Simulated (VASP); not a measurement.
# FeO (Wuestite) (Fm-3m) in VASP: single point with PBE+U

Aim: the single point of FeO (Wuestite) with PBE+U.

Program: VASP 6.6.1. These are calculated values, not measurements. Logs are shortened: lines on timing, memory, paths and dates and some standing lists are left out, and cuts for length are marked.

**The experiment to reproduce.**

“W\"ustite: Electric, thermodynamic and optical properties of FeO”, 2012, arxiv:1203.1201 quotes, for a bulk crystal of FeO: band gap 2.4 eV (optical).

The runs below are set against these values where they give the same quantity.

### Step 1. The cell of the first run

It takes space group Fm-3m (No. 225, cubic). Conventional cell: a = 4.311 Å, b = 4.311 Å, c = 4.311 Å, α = 90.00°, β = 90.00°, γ = 90.00°. Within 2.9 Å of Fe (site symmetry m-3m) lie 6 O at 2.16 Å. O (site symmetry m-3m) has 6 Fe at 2.16 Å within 2.9 Å.

### Step 2. Single point, PBE+U, collinear spin, ferromagnetic start

The input, INCAR:

```
SYSTEM = FeO
PREC = Accurate
ENCUT = 520
EDIFF = 1E-6
ISMEAR = 1
SIGMA = 0.1
LREAL = .FALSE.
LASPH = .TRUE.
NELM = 150
ALGO = Normal
ISIF = 2
LWAVE = .FALSE.
LCHARG = .FALSE.
ISPIN = 2
MAGMOM = 3.5 0
LORBIT = 11
LMAXMIX = 4
LDAU = .TRUE.
LDAUTYPE = 2
LDAUL = 2 -1
LDAUU = 6 0
LDAUJ = 0 0
LDAUPRINT = 1
GGA = PE
NBANDS = 18
```

The input, KPOINTS:

```
regular mesh
0
G
  10 10 10
  0 0 0
```

The input, POSCAR:

```
FeO
1.0
    0.0000000000      2.1554000000      2.1554000000
    2.1554000000      0.0000000000      2.1554000000
    2.1554000000      2.1554000000      0.0000000000
Fe O
1 1
Direct
    0.0000000000      0.0000000000      0.0000000000
    0.5000000000      0.5000000000      0.5000000000
```

Potentials or basis: VASP PAW PBE potentials, release 64 (Fe, O).

On the command line:

```console
cat potpaw_PBE.64/Fe/POTCAR potpaw_PBE.64/O/POTCAR > POTCAR
mpirun -np 1 vasp_std > vasp.out
```

OUTCAR:

```text
SYSTEM = FeO
   PREC = Accurate
   ENCUT = 520
   EDIFF = 1E-6
   ISMEAR = 1
   LREAL = .FALSE.
   LASPH = .TRUE.
   NELM = 150
   ISIF = 2
   ISPIN = 2
   LORBIT = 11
   GGA = PE

 ion  position               nearest neighbor table
   1  0.000  0.000  0.000-   2 2.16   2 2.16   2 2.16   2 2.16   2 2.16   2 2.16
   2  0.500  0.500  0.500-   1 2.16   1 2.16   1 2.16   1 2.16   1 2.16   1 2.16

  LATTYP: Found a face centered cubic cell.
 ALAT       =     4.3108000000

  Lattice vectors:

 A1 = (   0.0000000000,   2.1554000000,   2.1554000000)
 A2 = (   2.1554000000,   0.0000000000,   2.1554000000)
 A3 = (   2.1554000000,   2.1554000000,   0.0000000000)

Analysis of symmetry for initial positions (statically):
=====================================================================
 Subroutine PRICEL returns:
 Original cell was already a primitive cell.

 Routine SETGRP: Setting up the symmetry group for a
 face centered cubic supercell.

 Subroutine GETGRP returns: Found 48 space group operations
 (whereof 48 operations were pure point group operations)
 out of a pool of 48 trial point group operations.

The static configuration has the point symmetry O_h .

Analysis of symmetry for dynamics (positions and initial velocities):
=====================================================================
 Subroutine PRICEL returns:
 Original cell was already a primitive cell.

 Routine SETGRP: Setting up the symmetry group for a
 face centered cubic supercell.

 Subroutine GETGRP returns: Found 48 space group operations
 (whereof 48 operations were pure point group operations)
 out of a pool of 48 trial point group operations.

The dynamic configuration has the point symmetry O_h .

Analysis of structural, dynamic, and magnetic symmetry:
=====================================================================
 Subroutine PRICEL returns:
 Original cell was already a primitive cell.

 Routine SETGRP: Setting up the symmetry group for a
 face centered cubic supercell.

 Subroutine GETGRP returns: Found 48 space group operations
[... 164 lines left out ...]

 occupancies and eigenvectors

  o =  0.0946  v =  0.0000  0.0000  0.0000  0.0000  0.0000  0.0000 -0.0000 -0.0103  0.0000 -0.9999      0.0000  0.0000  0.0000  0.0000  0.0000  0.0000  0.0000  0.0000  0.0000  0.0000
  o =  0.0946  v =  0.0000  0.0000  0.0000  0.0000  0.0000  0.0000  0.0000  0.9999  0.0000 -0.0103      0.0000  0.0000  0.0000  0.0000  0.0000  0.0000  0.0000  0.0000  0.0000  0.0000
  o =  0.3099  v =  0.0000  0.0000  0.0000  0.0000  0.0000  0.0000  0.4652  0.0000 -0.8852 -0.0000      0.0000  0.0000  0.0000  0.0000  0.0000  0.0000  0.0000  0.0000  0.0000  0.0000
  o =  0.3099  v =  0.0000  0.0000  0.0000  0.0000  0.0000  0.0000  0.8852 -0.0000  0.4652 -0.0000      0.0000  0.0000  0.0000  0.0000  0.0000  0.0000  0.0000  0.0000  0.0000  0.0000
  o =  0.3099  v =  0.0000  0.0000  0.0000  0.0000  0.0000  1.0000  0.0000  0.0000  0.0000  0.0000      0.0000  0.0000  0.0000  0.0000  0.0000  0.0000  0.0000  0.0000  0.0000  0.0000
  o =  0.9764  v =  1.0000  0.0000  0.0000  0.0000  0.0000  0.0000  0.0000  0.0000  0.0000  0.0000      0.0000  0.0000  0.0000  0.0000  0.0000  0.0000  0.0000  0.0000  0.0000  0.0000
  o =  0.9764  v =  0.0000  0.8296  0.0000 -0.5583 -0.0000  0.0000  0.0000  0.0000  0.0000  0.0000      0.0000  0.0000  0.0000  0.0000  0.0000  0.0000  0.0000  0.0000  0.0000  0.0000
  o =  0.9764  v =  0.0000  0.5583  0.0000  0.8296 -0.0000  0.0000  0.0000  0.0000  0.0000  0.0000      0.0000  0.0000  0.0000  0.0000  0.0000  0.0000  0.0000  0.0000  0.0000  0.0000
  o =  1.0295  v =  0.0000  0.0000  0.0099  0.0000  1.0000  0.0000  0.0000  0.0000  0.0000  0.0000      0.0000  0.0000  0.0000  0.0000  0.0000  0.0000  0.0000  0.0000  0.0000  0.0000
  o =  1.0295  v =  0.0000  0.0000 -1.0000 -0.0000  0.0099  0.0000  0.0000  0.0000  0.0000  0.0000      0.0000  0.0000  0.0000  0.0000  0.0000  0.0000  0.0000  0.0000  0.0000  0.0000

 number of electron      13.9999999 magnetization       4.0015697

 Free energy of the ion-electron system (eV)
  ---------------------------------------------------
  ext. energy  EPLUGINS =         0.00000000
  ---------------------------------------------------
  free energy    TOTEN  =       -12.09419649 eV

  energy without entropy =      -12.09445491  energy(sigma->0) =      -12.09428263

 E-fermi :   6.9728     XC(G=0): -12.1482

 val. band max:        6.9459000761   @ k =  -0.3000   0.1000   0.0000
 cond. band min:       6.9897717367   @ k =  -0.3000   0.3000   0.1000
 fundamental gap:      0.0438716606
 Fermi energy:         6.9728339999

 spin component 1

 k-point     1 :       0.0000    0.0000    0.0000
  band No.  band energies     occupation
      1     -14.2240      1.00000
      2      -1.0059      1.00000
      3      -1.0059      1.00000
      4      -0.7660      1.00000
      5      -0.7660      1.00000
      6      -0.7660      1.00000
[... 1001 lines left out ...]
     17      35.3568      0.00000
     18      36.5051      0.00000

 [... further k-points ...]
[... 5 lines left out ...]
  --------------------------------------------------------------------------------------
  -------------------------------------------------------------------------------------
  Total       -0.1668469     -0.1668469     -0.1668469      0.0000000     -0.0000000      0.0000000
  in kB      -13.3479691    -13.3479691    -13.3479691      0.0000000     -0.0000000      0.0000000
  external PRESSURE =     -13.3479691 kB  Pullay stress =       0.0000000 kB

 VOLUME and BASIS-vectors are now :
 -----------------------------------------------------------------------------
  energy-cutoff  :      520.00
  volume of cell :       20.03
      direct lattice vectors                 reciprocal lattice vectors
     0.000000000  2.155400000  2.155400000    -0.231975503  0.231975503  0.231975503
     2.155400000  0.000000000  2.155400000     0.231975503 -0.231975503  0.231975503
     2.155400000  2.155400000  0.000000000     0.231975503  0.231975503 -0.231975503

 POSITION                                       TOTAL-FORCE (eV/Angst)
 -----------------------------------------------------------------------------------
      0.00000      0.00000      0.00000         0.000000      0.000000      0.000000
      2.15540      2.15540      2.15540         0.000000      0.000000      0.000000
 -----------------------------------------------------------------------------------
    total drift:                                0.000000     -0.000000      0.000000

  FREE ENERGIE OF THE ION-ELECTRON SYSTEM (eV)
  ---------------------------------------------------
  free  energy   TOTEN  =       -12.0941964912 eV

  energy  without entropy=      -12.0944549145  energy(sigma->0) =      -12.09428263

 total charge

# of ion       s       p       d       tot
------------------------------------------
    1        0.295   0.370   6.083   6.748
    2        1.551   3.467   0.000   5.018
--------------------------------------------------
tot          1.846   3.837   6.083  11.766

 magnetization (x)

# of ion       s       p       d       tot
------------------------------------------
    1        0.025   0.020   3.862   3.907
    2        0.018   0.144   0.000   0.162
--------------------------------------------------
tot          0.043   0.164   3.862   4.069
```

OSZICAR:

```text
N       E                     dE             d eps       ncg     rms          rms(c)
DAV:   1     0.783170475615E+02    0.78317E+02   -0.68212E+03  3578   0.910E+02
DAV:   2    -0.879528740165E+01   -0.87112E+02   -0.72813E+02  3468   0.207E+02
DAV:   3    -0.142583434057E+02   -0.54631E+01   -0.54024E+01  3928   0.578E+01
DAV:   4    -0.142971030001E+02   -0.38760E-01   -0.38746E-01  4024   0.465E+00
DAV:   5    -0.142973010753E+02   -0.19808E-03   -0.19807E-03  3944   0.335E-01    0.183E+01
DAV:   6    -0.121308427413E+02    0.21665E+01   -0.12622E+01  4276   0.624E+01    0.275E+01
DAV:   7    -0.121154427659E+02    0.15400E-01   -0.12542E+00  3676   0.210E+01    0.129E+01
DAV:   8    -0.121040248466E+02    0.11418E-01   -0.17393E-01  4392   0.419E+00    0.648E+00
DAV:   9    -0.120931516791E+02    0.10873E-01   -0.19757E-02  3854   0.147E+00    0.133E+00
DAV:  10    -0.120938368654E+02   -0.68519E-03   -0.48329E-03  3800   0.596E-01    0.133E-01
DAV:  11    -0.120940749832E+02   -0.23812E-03   -0.39658E-04  4006   0.249E-01    0.117E-01
DAV:  12    -0.120941723537E+02   -0.97370E-04   -0.43345E-05  3970   0.788E-02    0.547E-02
DAV:  13    -0.120941960123E+02   -0.23659E-04   -0.21110E-05  3782   0.433E-02    0.511E-03
DAV:  14    -0.120941964912E+02   -0.47893E-06   -0.14909E-06  3622   0.998E-03
   1 F= -.12094196E+02 E0= -.12094283E+02  d E =0.258423E-03  mag=     4.0014
```

stdout:

```text
POSCAR found type information on POSCAR FeO
 POSCAR found :  2 types and       2 ions
 scaLAPACK will be used
 LDA part: xc-table for (Slater+PW92), standard interpolation
 POSCAR, INCAR and KPOINTS ok, starting setup
 FFT: planning ... GRIDC
 FFT: planning ... GRID_SOFT
 FFT: planning ... GRID
 WAVECAR not read
 entering main loop
```

Run time: 73 s. Hardware: 1 thread of AMD EPYC 7R13, shared host; peak memory 0.13 GiB.

Results:

```
Free energy                                           : -12.0942 eV
Pressure                                              : -1.3 GPa
Band gap on the k mesh                                : zero (filled and empty bands overlap)
Net moment                                            : 4.00 μB per cell
Site moments                                          : Fe +3.91; O +0.16 μB
Valence electrons inside the program's atomic spheres : Fe 6.75; O 5.02
```

Eigenvalues of the final occupation matrices:
```csv
site,spin,trace,eigenvalues
site 1 d,1,4.99,0.98 0.98 0.98 1.03 1.03
site 1 d,2,1.12,0.09 0.09 0.31 0.31 0.31
```

Caveat: a cell with one magnetic atom can't hold antiferromagnetic order, which such compounds often take. The state reached can hang on the start; a lower one may exist.

### Step 3. How close it comes

Step 2. A measured gap of FeO is 2.4 eV (optical; quoted in “W\"ustite: Electric, thermodynamic and optical properties of FeO”, 2012, arxiv:1203.1201); the calculated 0.00 eV misses it by -2.40 eV. So large a miss can be the level of theory's own, or it may mean another phase, state or a wrong row. The value is that of PBE+U on a finite k mesh, which can miss the band edges, without temperature or zero-point motion. The run's magnetic order (collinear spin, ferromagnetic start) needn't be the measured crystal's.
